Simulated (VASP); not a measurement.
# SiO2 (Imma) in VASP: further runs, part 2 of 2

VASP 6.6.1. Earlier steps stand in the parts before.

## (4) Single point, LDA

This run uses another cell than the first one, of 18.55 Å³/atom.

The input, INCAR:

```
SYSTEM = SiO2
ALGO = Normal
EDIFF = 1E-6
ENCUT = 520
ISIF = 2
ISMEAR = -1
LASPH = .TRUE.
LCHARG = .FALSE.
LREAL = .FALSE.
LWAVE = .FALSE.
NBANDS = 44
NELM = 100
PREC = Accurate
SIGMA = 0.05
```

The input, KPOINTS:

```
k-points
0
G
  6 6 6
  0 0 0
```

The input, POSCAR:

```
SiO2
1.0
   -2.6233364600      4.7767535050      4.4416747250
    2.6233364600     -4.7767535050      4.4416747250
    2.6233364600      4.7767535050     -4.4416747250
Si O
4 8
Direct
    0.2603409800      0.8449448900      0.4153960900
    0.0704512000      0.1550551100      0.9153960900
    0.7396590200      0.1550551100      0.5846039100
    0.9295488000      0.8449448900      0.0846039100
    0.5000000000      0.0000000000      0.5000000000
    0.0000000000      0.0000000000      0.0000000000
    0.7931754100      0.0000000000      0.2931754100
    0.2068245900      0.5000000000      0.2068245900
    0.2068245900      0.0000000000      0.7068245900
    0.7931754100      0.5000000000      0.7931754100
    0.8693111300      0.1193111300      0.7500000000
    0.1306888700      0.8806888700      0.2500000000
```

Potentials or basis: VASP PAW LDA potentials, release 64 (Si, O).

Run with:

```console
cat potpaw_LDA.64/Si/POTCAR potpaw_LDA.64/O/POTCAR > POTCAR
mpirun -np 1 vasp_std > vasp.out
```

OUTCAR:

```text
SYSTEM = SiO2
   EDIFF = 1E-6
   ENCUT = 520
   ISIF = 2
   ISMEAR = -1
   LASPH = .TRUE.
   LREAL = .FALSE.
   NELM = 100
   PREC = Accurate

 ion  position               nearest neighbor table
   1  0.260  0.845  0.415-   5 1.60   8 1.61   9 1.61  12 1.61   2 3.12   2 3.12
   2  0.070  0.155  0.915-   6 1.60   8 1.61   9 1.61  11 1.61   1 3.12   1 3.12
   3  0.740  0.155  0.585-   5 1.60   7 1.61  10 1.61  11 1.61   4 3.12   4 3.12
   4  0.930  0.845  0.085-   6 1.60  10 1.61   7 1.61  12 1.61   3 3.12   3 3.12
   5  0.500  0.000  0.500-   1 1.60   3 1.60
   6  0.000  0.000  0.000-   2 1.60   4 1.60
   7  0.793  0.000  0.293-   4 1.61   3 1.61
   8  0.207  0.500  0.207-   2 1.61   1 1.61
   9  0.207  0.000  0.707-   2 1.61   1 1.61
  10  0.793  0.500  0.793-   4 1.61   3 1.61
  11  0.869  0.119  0.750-   2 1.61   3 1.61
  12  0.131  0.881  0.250-   1 1.61   4 1.61

  LATTYP: Found a body centered orthorhombic cell.
 ALAT       =     5.2466729200
 B/A-ratio  =     1.6931395544
 C/A-ratio  =     1.8208695598

  Lattice vectors:

 A1 = (   2.6233364600,  -4.7767535050,  -4.4416747250)
 A2 = (  -2.6233364600,  -4.7767535050,   4.4416747250)
 A3 = (  -2.6233364600,   4.7767535050,  -4.4416747250)

Analysis of symmetry for initial positions (statically):
=====================================================================
 Subroutine PRICEL returns:
 Original cell was already a primitive cell.

 Routine SETGRP: Setting up the symmetry group for a
 body centered orthorhombic supercell.

 Subroutine GETGRP returns: Found  8 space group operations
 (whereof  4 operations were pure point group operations)
 out of a pool of  8 trial point group operations.

The static configuration has the point symmetry C_2h.
 The point group associated with its full space group is D_2h.

Analysis of symmetry for dynamics (positions and initial velocities):
=====================================================================
 Subroutine PRICEL returns:
 Original cell was already a primitive cell.

 Routine SETGRP: Setting up the symmetry group for a
 body centered orthorhombic supercell.

 Subroutine GETGRP returns: Found  8 space group operations
 (whereof  4 operations were pure point group operations)
 out of a pool of  8 trial point group operations.

The dynamic configuration has the point symmetry C_2h.
 The point group associated with its full space group is D_2h.

 Subroutine INISYM returns: Found  8 space group operations
 (whereof  4 operations are pure point group operations),
 and found     1 'primitive' translations

----------------------------------------------------------------------------------------

                                     Primitive cell

  volume of cell :     222.6351

  direct lattice vectors                    reciprocal lattice vectors
    -2.623336460  4.776753505  4.441674725     0.000000000  0.104673603  0.112570152
     2.623336460 -4.776753505  4.441674725     0.190596977  0.000000000  0.112570152
     2.623336460  4.776753505 -4.441674725     0.190596977  0.104673603  0.000000000

  length of vectors
     7.030486654  7.030486654  7.030486654     0.153715979  0.221357735  0.217448318

[... 60 lines left out ...]
  0.500000 -0.000000  0.000000      2.000000
 -0.000000  0.166667  0.000000      4.000000
  0.166667  0.166667  0.000000      8.000000
[... 16 lines left out ...]
 -0.166667  0.166667  0.166667      2.000000
  0.166667  0.333333  0.166667      4.000000
 [... further k-points ...]
   k-points           NKPTS =     46   k-points in BZ     NKDIM =     46   number of bands    NBANDS=     44
   number of dos      NEDOS =    301   number of ions     NIONS =     12
   total plane-waves  NPLWV = 157464
   dimension x,y,z NGX =    54 NGY =   54 NGZ =   54
   dimension x,y,z NGXF=   108 NGYF=  108 NGZF=  108
   ions per type =               4   8
   NGX,Y,Z   is equivalent  to a cutoff of  12.77, 12.77, 12.77 a.u.
   NGXF,Y,Z  is equivalent  to a cutoff of  25.54, 25.54, 25.54 a.u.
 SYSTEM =  SiO2
   PREC   = accura    normal or accurate (medium, high low for compatibility)
   ISTART =      0    job   : 0-new  1-cont  2-samecut
   ICHARG =      2    charge: 1-file 2-atom 10-const
   ISPIN  =      1    spin polarized calculation?
   LNONCOLLINEAR =      F non collinear calculations
   LSORBIT =      F    spin-orbit coupling
   LASPH  =      T    aspherical Exc in radial PAW
   ENCUT  =  520.0 eV  38.22 Ry    6.18 a.u.  13.07 13.07 13.07*2*pi/ulx,y,z
   NELM   =    100;   NELMIN=  2; NELMDL= -5     # of ELM steps
   EDIFF  = 0.1E-05   stopping-criterion for ELM
   LREAL  =      F    real-space projection
   EDIFFG = 0.1E-04   stopping-criterion for IOM
   NSW    =      0    number of steps for IOM
   IBRION =     -1    ionic relax: 0-MD 1-quasi-New 2-CG
   NFREE  =      0    steps in history (QN), initial steepest desc. (CG)
   ISIF   =      2    stress and relaxation
   ISYM   =      2    0-nonsym 1-usesym 2-fastsym
   POTIM  = 0.5000    time-step for ionic-motion
   TEBEG  =    0.0;   TEEND  =   0.0 temperature during run
   PSTRESS=    0.0 pullay stress
   NELECT =      64.0000    total number of electrons
   NUPDOWN=      -1.0000    fix difference up-down
   EMIN   =  10.00;   EMAX   =-10.00  energy-range for DOS
   EFERMI =   0.00;   METHOD = LEGACY
   ISMEAR =    -1;   SIGMA  =   0.05  broadening in eV -4-tet -1-fermi 0-gaus
   EFERMI_NEDOS =   21; number of points for ismear=-14 and -15
   IALGO  =     38    algorithm
   IMIX   =      4    mixing-type and parameters
     AMIX     =   0.40;   BMIX     =  1.00
     AMIX_MAG =   1.60;   BMIX_MAG =  1.00
  volume/ion in A,a.u.               =      18.55       125.20
  Fermi-wavevector in a.u.,A,eV,Ry     =   1.080447  2.041750 15.882987  1.167367
  Thomas-Fermi vector in A             =   2.216439
   LORBIT       =      0    0 simple, 1 ext, 2 COOP (PROOUT), +10 PAW based schemes
   GGA     = CA    functional components
   LHFCALC =     F    Hartree Fock is set to
   AEXX    =    0.0000 exact exchange contribution
   IVDW    =     0    specifies the selected vdW correction
   LEPSILON=     F    determine dielectric tensor
   LRPA    =     F    only Hartree local field effects (RPA)
 non-spin polarized calculation
  energy-cutoff  :      520.00
  volume of cell :      222.64
 maximum number of plane-waves:      6052
 NGX is ok and might be reduce to    54
   NGX = 27   NGY = 27   NGZ = 27

 number of electron      64.0000004 magnetization

 Free energy of the ion-electron system (eV)
  ---------------------------------------------------
  ext. energy  EPLUGINS =         0.00000000
  ---------------------------------------------------
  free energy    TOTEN  =      -103.60946907 eV

  energy without entropy =     -103.60946907  energy(sigma->0) =     -103.60946907

 E-fermi :  -0.5984     XC(G=0):  -7.4014

 val. band max:       -1.7437506414   @ k =   0.0000   0.0000   0.0000
 cond. band min:       3.6707404184   @ k =   0.0000   0.0000   0.0000
 fundamental gap:      5.4144910598
 Fermi energy:        -0.5984040868

 k-point     1 :       0.0000    0.0000    0.0000
  band No.  band energies     occupation
      1     -21.0243      2.00000
      2     -20.0852      2.00000
      3     -19.6002      2.00000
      4     -19.5174      2.00000
      5     -18.9607      2.00000
      6     -18.9052      2.00000
[... 1117 lines left out ...]
     43       9.1523      0.00000
     44       9.3562      0.00000

 [... further k-points ...]
[... 5 lines left out ...]
  --------------------------------------------------------------------------------------
  -------------------------------------------------------------------------------------
  Total       -1.1320360     -1.1202363     -1.0893861      0.0000000      0.0000000      0.0000000
  in kB       -8.1466163     -8.0617003     -7.8396892      0.0000000      0.0000000      0.0000000
  external PRESSURE =      -8.0160019 kB  Pullay stress =       0.0000000 kB

 VOLUME and BASIS-vectors are now :
 -----------------------------------------------------------------------------
  energy-cutoff  :      520.00
  volume of cell :      222.64
      direct lattice vectors                 reciprocal lattice vectors
    -2.623336460  4.776753505  4.441674725     0.000000000  0.104673603  0.112570152
     2.623336460 -4.776753505  4.441674725     0.190596977  0.000000000  0.112570152
     2.623336460  4.776753505 -4.441674725     0.190596977  0.104673603  0.000000000

 POSITION                                       TOTAL-FORCE (eV/Angst)
 -----------------------------------------------------------------------------------
      2.62334     -0.80826      3.06427         0.000000     -0.043368     -0.025597
      2.62334      3.96849     -3.06427         0.000000     -0.043368      0.025597
      0.00000      5.58502      1.37741        -0.000000      0.043368      0.025597
     -0.00000      0.80826      7.50594         0.000000      0.043368     -0.025597
      0.00000      4.77675      0.00000         0.000000      0.000000      0.000000
      0.00000      0.00000      0.00000         0.000000      0.000000      0.000000
     -1.31167      5.18923      2.22084         0.000000      0.025966      0.000000
      1.31167     -0.41248      2.22084         0.000000     -0.025966      0.000000
      1.31167      4.36428     -2.22084         0.000000     -0.025966      0.000000
      1.31167      5.18923      2.22084         0.000000      0.025966      0.000000
     -0.00000      7.16513      1.05988        -0.000000      0.000000      0.030237
      2.62334     -2.38838      3.38179         0.000000      0.000000     -0.030237
 -----------------------------------------------------------------------------------
    total drift:                               -0.000000     -0.000000      0.000000

  FREE ENERGIE OF THE ION-ELECTRON SYSTEM (eV)
  ---------------------------------------------------
  free  energy   TOTEN  =      -103.6094690673 eV

  energy  without entropy=     -103.6094690673  energy(sigma->0) =     -103.60946907
```

It took 8.1 min on 1 thread of Intel Xeon Platinum 8375C at 2.90GHz (Ice Lake), shared host; peak memory 0.5 GiB.

Results:

```yaml
Free_energy: -103.6095 eV
Pressure: -0.8 GPa
Largest_force: 0.050 eV/Å
Band_gap_on_the_k_mesh: 5.41 eV
```

Forces in eV/Å, atoms in the order of the input:
```
Si   0.000 -0.043 -0.026
Si   0.000 -0.043  0.026
Si   0.000  0.043  0.026
Si   0.000  0.043 -0.026
O    0.000  0.000  0.000
O    0.000  0.000  0.000
O    0.000  0.026  0.000
O    0.000 -0.026  0.000
O    0.000 -0.026  0.000
O    0.000  0.026  0.000
O    0.000  0.000  0.030
O    0.000  0.000 -0.030
```

## (5) Summary

| level | potentials or basis | cell | gap on the mesh (eV) | pressure (GPa) | largest force (eV/Å) |
| --- | --- | --- | --- | --- | --- |
| PBEsol | VASP PAW PBE potentials, release 64 (Si, O) | a = 7.053 Å, angles 136.2, 94.5, 101.6°, 12 atoms, atomic positions A | 5.50 | 0.4 | 0.05 |
| PBE | VASP PAW PBE potentials, release 64 (Si, O) | a = 7.090 Å, angles 136.2, 94.2, 101.8°, 12 atoms, atomic positions B | 5.38 | 0.1 | 0.05 |
| LDA | VASP PAW LDA potentials, release 64 (Si, O) | a = 7.030 Å, angles 136.2, 94.4, 101.6°, 12 atoms, atomic positions C | 5.41 | -0.8 | 0.05 |

Alike in all rows: task single point; no spin polarisation; k mesh 6 × 6 × 6; cutoff (eV) 520; smearing fermi-dirac 0.05 eV.

Caveats: the PAW data sets were made with another functional, which shifts forces and pressure a little (at least some runs).

Absolute energies hang on the potentials; compare differences alone.
